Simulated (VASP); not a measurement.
# Cu (I4/mmm) in VASP: a series of runs

The runs below take Cu through single point, with r2SCAN.

Program: VASP 6.6.1. These are calculated values, not measurements. Logs are shortened: lines on timing, memory, paths and dates and some standing lists are left out, and cuts for length are marked.

## (1) The cell of the first run

It takes space group I4/mmm (No. 139, tetragonal). Conventional cell: a = 3.102 Å, b = 3.102 Å, c = 2.752 Å, α = 90.00°, β = 90.00°, γ = 90.00°. Cu (site symmetry 4/mmm) has 14 Cu at 2.59 to 3.10 Å within 3.4 Å.

## (2) Single point, r2SCAN (strain +0.0750 x Voigt [1, 1, 0, 0, 0, 0])

The input, POSCAR:

```
Cu
1.0
   -1.5510028190      1.5510028190      1.3760814500
    1.5510028190     -1.5510028190      1.3760814500
    1.5510028190      1.5510028190     -1.3760814500
Cu
1
Direct
    0.0000000000      0.0000000000      0.0000000000
```

The input, INCAR.step1:

```
ALGO     = Normal         # electronic algorithm
EDIFF    = 1E-4           # SCF threshold, eV
ENCUT    = 520            # plane-wave cutoff, eV
GGA      = PE             # functional
ISMEAR   = 0              # smearing method
LASPH    = T              # aspherical terms in the spheres
LCHARG   = F              # write CHGCAR
LREAL    = F              # projectors in reciprocal space
LWAVE    = T              # write WAVECAR
NBANDS   = 12             # bands
NELM     = 80             # most SCF steps
PREC     = Accurate       # precision mode
SIGMA    = 0.15           # smearing width, eV
```

The input, INCAR.step2:

```
ALGO     = Normal         # electronic algorithm
EDIFF    = 1E-6           # SCF threshold, eV
ENCUT    = 520            # plane-wave cutoff, eV
ISIF     = 2              # what is computed and relaxed
ISMEAR   = 0              # smearing method
ISTART   = 1            
LASPH    = T              # aspherical terms in the spheres
LCHARG   = F              # write CHGCAR
LMIXTAU  = T            
LREAL    = F              # projectors in reciprocal space
LWAVE    = F              # write WAVECAR
METAGGA  = R2SCAN         # meta-GGA
NBANDS   = 12             # bands
NELM     = 80             # most SCF steps
PREC     = Accurate       # precision mode
SIGMA    = 0.15           # smearing width, eV
```

The input, KPOINTS:

```
k-points
0
Gamma
  24 24 24
```

Potentials or basis: VASP PAW PBE potentials, release 64 (Cu).

On the command line:

```console
> cat potpaw_PBE.64/Cu/POTCAR > POTCAR
> cp INCAR.step1 INCAR
> mpirun -np 1 vasp_std > vasp.out
> cp INCAR.step2 INCAR
> mpirun -np 1 vasp_std > vasp.out
```

OUTCAR:

```text
EDIFF = 1E-6
   ENCUT = 520
   ISIF = 2
   ISMEAR = 0
   ISTART = 1
   LASPH = T
   LREAL = F
   METAGGA = R2SCAN
   NELM = 80
   PREC = Accurate

 ion  position               nearest neighbor table
   1  0.000  0.000  0.000-

  LATTYP: Found a body centered tetragonal cell.
 ALAT       =     3.1020056380
 C/A-ratio  =     0.8872204700

  Lattice vectors:

 A1 = (  -1.5510028190,   1.5510028190,   1.3760814500)
 A2 = (   1.5510028190,  -1.5510028190,   1.3760814500)
 A3 = (   1.5510028190,   1.5510028190,  -1.3760814500)

Analysis of symmetry for initial positions (statically):
=====================================================================
 Subroutine PRICEL returns:
 Original cell was already a primitive cell.

 Routine SETGRP: Setting up the symmetry group for a
 body centered tetragonal supercell.

 Subroutine GETGRP returns: Found 16 space group operations
 (whereof 16 operations were pure point group operations)
 out of a pool of 16 trial point group operations.

The static configuration has the point symmetry D_4h.

Analysis of symmetry for dynamics (positions and initial velocities):
=====================================================================
 Subroutine PRICEL returns:
 Original cell was already a primitive cell.

 Routine SETGRP: Setting up the symmetry group for a
 body centered tetragonal supercell.

 Subroutine GETGRP returns: Found 16 space group operations
 (whereof 16 operations were pure point group operations)
 out of a pool of 16 trial point group operations.

The dynamic configuration has the point symmetry D_4h.

 Subroutine INISYM returns: Found 16 space group operations
 (whereof 16 operations are pure point group operations),
 and found     1 'primitive' translations

----------------------------------------------------------------------------------------

                                     Primitive cell

  volume of cell :      13.2413

  direct lattice vectors                    reciprocal lattice vectors
    -1.551002819  1.551002819  1.376081450     0.000000000  0.322372077  0.363350585
     1.551002819 -1.551002819  1.376081450     0.322372077  0.000000000  0.363350585
     1.551002819  1.551002819 -1.376081450     0.322372077  0.322372077  0.000000000

  length of vectors
     2.589366650  2.589366650  2.589366650     0.485744175  0.485744175  0.455902963

  position of ions in fractional coordinates (direct lattice)
     0.000000000  0.000000000  0.000000000

  ion indices of the primitive-cell ions
   primitive index   ion index
                 1           1

----------------------------------------------------------------------------------------

 KPOINTS: k-points

Automatic generation of k-mesh.
 Grid dimensions read from file:
 generate k-points for:   24   24   24

 Generating k-lattice:

  Cartesian coordinates                     Fractional coordinates (reciprocal lattice)
     0.000000000  0.013432170  0.015139608     0.041666667 -0.000000000  0.000000000
     0.013432170  0.000000000  0.015139608    -0.000000000  0.041666667  0.000000000
     0.013432170  0.013432170  0.000000000     0.000000000  0.000000000  0.041666667

  Length of vectors
     0.020239341  0.020239341  0.018995957

  Shift w.r.t. Gamma in fractional coordinates (k-lattice)
     0.000000000  0.000000000  0.000000000

 Subroutine IBZKPT returns following result:
 ===========================================

 Found   1063 irreducible k-points:

 Following reciprocal coordinates:
            Coordinates               Weight
  0.000000  0.000000  0.000000      1.000000
  0.041667  0.000000  0.000000      8.000000
  0.083333  0.000000  0.000000      8.000000
  0.125000  0.000000  0.000000      8.000000
  0.166667  0.000000  0.000000      8.000000
  0.208333  0.000000  0.000000      8.000000
[... 16 lines left out ...]
  0.416667  0.041667  0.000000     16.000000
  0.458333  0.041667  0.000000     16.000000
 [... further k-points ...]
   k-points           NKPTS =   1063   k-points in BZ     NKDIM =   1063   number of bands    NBANDS=     12
   number of dos      NEDOS =    301   number of ions     NIONS =      1
   total plane-waves  NPLWV =   8000
   dimension x,y,z NGX =    20 NGY =   20 NGZ =   20
   dimension x,y,z NGXF=    40 NGYF=   40 NGZF=   40
   ions per type =               1
   NGX,Y,Z   is equivalent  to a cutoff of  12.84, 12.84, 12.84 a.u.
   NGXF,Y,Z  is equivalent  to a cutoff of  25.68, 25.68, 25.68 a.u.
 SYSTEM =  unknown system
   PREC   = accura    normal or accurate (medium, high low for compatibility)
   ISTART =      1    job   : 0-new  1-cont  2-samecut
   ICHARG =      0    charge: 1-file 2-atom 10-const
   ISPIN  =      1    spin polarized calculation?
   LNONCOLLINEAR =      F non collinear calculations
   LSORBIT =      F    spin-orbit coupling
   LASPH  =      T    aspherical Exc in radial PAW
   ENCUT  =  520.0 eV  38.22 Ry    6.18 a.u.   4.81  4.81  4.81*2*pi/ulx,y,z
   NELM   =     80;   NELMIN=  2; NELMDL=  0     # of ELM steps
   EDIFF  = 0.1E-05   stopping-criterion for ELM
   LREAL  =      F    real-space projection
   EDIFFG = 0.1E-04   stopping-criterion for IOM
   NSW    =      0    number of steps for IOM
   IBRION =     -1    ionic relax: 0-MD 1-quasi-New 2-CG
   NFREE  =      0    steps in history (QN), initial steepest desc. (CG)
   ISIF   =      2    stress and relaxation
   ISYM   =      2    0-nonsym 1-usesym 2-fastsym
   POTIM  = 0.5000    time-step for ionic-motion
   TEBEG  =    0.0;   TEEND  =   0.0 temperature during run
   PSTRESS=    0.0 pullay stress
   NELECT =      11.0000    total number of electrons
   NUPDOWN=      -1.0000    fix difference up-down
   EMIN   =  10.00;   EMAX   =-10.00  energy-range for DOS
   EFERMI =   0.00;   METHOD = LEGACY
   ISMEAR =     0;   SIGMA  =   0.15  broadening in eV -4-tet -1-fermi 0-gaus
   EFERMI_NEDOS =   21; number of points for ismear=-14 and -15
   IALGO  =     38    algorithm
   IMIX   =      4    mixing-type and parameters
     AMIX     =   0.40;   BMIX     =  1.00
     AMIX_MAG =   1.60;   BMIX_MAG =  1.00
  volume/ion in A,a.u.               =      13.24        89.36
  Fermi-wavevector in a.u.,A,eV,Ry     =   1.538967  2.908226 32.224300  2.368419
  Thomas-Fermi vector in A             =   2.645261
   LORBIT       =      0    0 simple, 1 ext, 2 COOP (PROOUT), +10 PAW based schemes
   METAGGA = R2SCAN    functional components
   LHFCALC =     F    Hartree Fock is set to
   AEXX    =    0.0000 exact exchange contribution
   IVDW    =     0    specifies the selected vdW correction
   LEPSILON=     F    determine dielectric tensor
   LRPA    =     F    only Hartree local field effects (RPA)
 non-spin polarized calculation
 Gauss-broadening in eV      SIGMA  =   0.15
  energy-cutoff  :      520.00
  volume of cell :       13.24
 maximum number of plane-waves:       366
   NGX =  9   NGY =  9   NGZ =  9

 number of electron      11.0000020 magnetization

 Free energy of the ion-electron system (eV)
  ---------------------------------------------------
  ext. energy  EPLUGINS =         0.00000000
  ---------------------------------------------------
  free energy    TOTEN  =       -10.69921270 eV

  energy without entropy =      -10.69461324  energy(sigma->0) =      -10.69691297

 E-fermi :   6.0902     XC(G=0): -12.9886

 val. band max:        6.0832447323   @ k =  -0.4583   0.4583   0.1250
 cond. band min:       6.0907918361   @ k =   0.3333   0.0833   0.0833
 fundamental gap:      0.0075471037
 Fermi energy:         6.0901928574

 k-point     1 :       0.0000    0.0000    0.0000
  band No.  band energies     occupation
      1      -2.7136      2.00000
      2       2.9723      2.00000
      3       3.3846      2.00000
      4       3.3848      2.00000
      5       3.7895      2.00000
      6       4.2228      2.00000
      7      29.1298      0.00000
      8      29.1298      0.00000
      9      32.4212      0.00000
     10      33.0506      0.00000
     11      33.1553      0.00000
     12      33.6614      0.00000

 k-point     2 :       0.0417    0.0000    0.0000
  band No.  band energies     occupation
      1      -2.6462      2.00000
      2       2.9806      2.00000
      3       3.3813      2.00000
      4       3.3859      2.00000
      5       3.7942      2.00000
      6       4.2133      2.00000
      7      28.8291      0.00000
      8      28.8573      0.00000
      9      31.9262      0.00000
     10      32.4522      0.00000
     11      33.0339      0.00000
     12      33.2953      0.00000

 k-point     3 :       0.0833    0.0000    0.0000
  band No.  band energies     occupation
      1      -2.4451      2.00000
      2       2.9962      2.00000
      3       3.3683      2.00000
      4       3.3985      2.00000
      5       3.8102      2.00000
      6       4.1875      2.00000
      7      28.1315      0.00000
      8      28.1609      0.00000
      9      29.7288      0.00000
     10      31.5774      0.00000
     11      32.3550      0.00000
     12      33.3931      0.00000
[... 286 lines left out ...]
 k-point    23 :       0.4167    0.0417    0.0000
  band No.  band energies     occupation
      1       1.5416      2.00000
      2       2.4922      2.00000
      3       3.9642      2.00000
      4       4.3248      2.00000
      5       4.5250      2.00000
      6       5.5429      2.00000
      7      11.6740      0.00000
      8      21.9189      0.00000
      9      22.4190      0.00000
     10      26.4832      0.00000
     11      28.8975      0.00000
     12      36.8564      0.00000

 k-point    24 :       0.4583    0.0417    0.0000
  band No.  band energies     occupation
      1       1.5829      2.00000
      2       2.4702      2.00000
      3       3.9804      2.00000
      4       4.3444      2.00000
      5       4.6020      2.00000
      6       6.1810      0.39194
      7      10.7067      0.00000
      8      21.6363      0.00000
      9      22.3149      0.00000
     10      26.4288      0.00000
     11      28.9073      0.00000
     12      37.4766      0.00000

 [... further k-points ...]

------------------------ aborting loop because EDIFF is reached ----------------------------------------

  FORCE on cell =-STRESS in cart. coord.  units (eV):
  Direction    XX          YY          ZZ          XY          YZ          ZX
  --------------------------------------------------------------------------------------
  -------------------------------------------------------------------------------------
  Total       -1.2711585     -1.2711585     -1.2374983      0.0000000      0.0000000      0.0000000
  in kB     -153.8087297   -153.8087297   -149.7358862      0.0000000      0.0000000      0.0000000
  external PRESSURE =    -152.4511152 kB  Pullay stress =       0.0000000 kB

 VOLUME and BASIS-vectors are now :
 -----------------------------------------------------------------------------
  energy-cutoff  :      520.00
  volume of cell :       13.24
      direct lattice vectors                 reciprocal lattice vectors
    -1.551002819  1.551002819  1.376081450     0.000000000  0.322372077  0.363350585
     1.551002819 -1.551002819  1.376081450     0.322372077  0.000000000  0.363350585
     1.551002819  1.551002819 -1.376081450     0.322372077  0.322372077  0.000000000

 POSITION                                       TOTAL-FORCE (eV/Angst)
 -----------------------------------------------------------------------------------
      0.00000      0.00000      0.00000         0.000000      0.000000      0.000000
 -----------------------------------------------------------------------------------
    total drift:                                0.000000     -0.000000      0.000000

  FREE ENERGIE OF THE ION-ELECTRON SYSTEM (eV)
  ---------------------------------------------------
  free  energy   TOTEN  =       -10.6992127029 eV

  energy  without entropy=      -10.6946132449  energy(sigma->0) =      -10.69691297
```

Wall time 15 min (1 thread of Intel Xeon 8259CL, shared host); peak memory 0.27 GiB.

What came out:

```yaml
Free_energy: -10.6992 eV
Pressure: -15.2 GPa
Band_gap_on_the_k_mesh: zero (an odd number of electrons rules out a gap without spin polarisation)
```

Caveat: the cell differs from its parent crystal (strain +0.0750 x Voigt [1, 1, 0, 0, 0, 0]); the cell stands under tension; the PAW data sets were made with another functional, which shifts forces and pressure a little.

[end of part 1 of 3]
